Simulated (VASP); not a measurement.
Write the native input for VASP 6.6.1 that does the following.

- Task: single point
- Functional: r2SCAN
- Potentials or basis: VASP PAW PBE potentials, release 64 (B, N)
- Cutoff: 520 eV
- k mesh: 12 × 12 × 6
- Occupations: gaussian, width 0.01 eV
- Spin: no spin polarisation
- Dipole correction: no
- Further INCAR settings: ALGO = Normal; EDIFF = 1e-07; NBANDS = 16

The system is BN.

```
B N
1.0
     2.54395    0.00000    0.00000
    -1.27197    2.20312    0.00000
     0.00000    0.00000    4.20782
B N
2 2
Direct
  0.66667 0.33333 0.00020
  0.33333 0.66667 0.50020
  0.66667 0.33333 0.37480
  0.33333 0.66667 0.87480
```

One way to write it, as run:

POSCAR

```
BN
1.0
    2.5439493114      0.0000000000      0.0000000000
   -1.2719746557      2.2031247296      0.0000000000
    0.0000000000      0.0000000000      4.2078167820
B N
2 2
Direct
    0.6666666667      0.3333333333      0.0002035746
    0.3333333333      0.6666666667      0.5002035746
    0.6666666667      0.3333333333      0.3747964254
    0.3333333333      0.6666666667      0.8747964254
```

INCAR.step1

```
PREC     = Accurate       # precision mode
ENCUT    = 520            # plane-wave cutoff, eV
ISMEAR   = 0              # smearing method
SIGMA    = 0.01           # smearing width, eV
LREAL    = F              # projectors in reciprocal space
LASPH    = T              # aspherical terms in the spheres
NELM     = 80             # most SCF steps
NBANDS   = 16             # bands
GGA      = PE             # functional
ALGO     = Normal         # electronic algorithm
EDIFF    = 1E-4           # SCF threshold, eV
LWAVE    = T              # write WAVECAR
LCHARG   = F              # write CHGCAR
```

INCAR.step2

```
PREC     = Accurate       # precision mode
ENCUT    = 520            # plane-wave cutoff, eV
EDIFF    = 1E-7           # SCF threshold, eV
ISMEAR   = 0              # smearing method
SIGMA    = 0.01           # smearing width, eV
LREAL    = F              # projectors in reciprocal space
LASPH    = T              # aspherical terms in the spheres
NELM     = 80             # most SCF steps
ALGO     = Normal         # electronic algorithm
ISIF     = 2              # what is computed and relaxed
LWAVE    = F              # write WAVECAR
LCHARG   = T              # write CHGCAR
METAGGA  = R2SCAN         # meta-GGA
LMIXTAU  = T            
LELF     = T              # ELF
LVHAR    = T            
NBANDS   = 16             # bands
ISTART   = 1
```

KPOINTS

```
regular mesh
0
Gamma
  12 12 6
```

Potentials or basis: VASP PAW PBE potentials, release 64 (B, N).

Run with:

```sh
$ cat potpaw_PBE.64/B/POTCAR potpaw_PBE.64/N/POTCAR > POTCAR
$ cp INCAR.step1 INCAR
$ mpirun -np 1 vasp_std > vasp.out
$ cp INCAR.step2 INCAR
$ mpirun -np 1 vasp_std > vasp.out
```

It gave:

* Pressure: 1.1 GPa
* Band gap on the k mesh: 5.72 eV (least direct gap 8.98 eV)

Caveat: the PAW data sets were made with another functional, which shifts forces and pressure a little.

It took 91 s on 1 thread of Intel(R) Xeon(R) 6975P-C (Granite Rapids) (shared host), peak memory 0.15 GiB.
